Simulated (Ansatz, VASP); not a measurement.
## Ag in VASP and in Ansatz

```
Ag
1.0
     0.00000    3.18844    3.18844
     3.18844    0.00000    3.18844
     3.18844    3.18844    0.00000
Ag
2
Direct
  0.12500 0.12500 0.12500
  0.87500 0.87500 0.87500
```

Alike in both runs: functional RPBE; k mesh 10 × 10 × 10; occupations fermi-dirac, width 0.1 eV; no spin polarisation.

Ansatz relaxed the structure, and its values are those at the end. VASP's run is a single point on that final structure, the one shown.

```csv
,VASP,Ansatz
version,VASP 6.6.1,Ansatz 0.2.0
potentials or method,"VASP PAW PBE potentials, release 64 (Ag), cutoff 520 eV","plane waves (420 eV) with PAW, scalar-relativistic"
valence electrons in the cell,22,38
```

```csv
,VASP,Ansatz,Ansatz less VASP
pressure (GPa),0.0,0.0,+0.03
```

VASP's potentials were made for PBE, not for RPBE. VASP's potentials hold 22 valence electrons a cell and Ansatz's 38, so a difference there can come from the potentials and not from the codes.
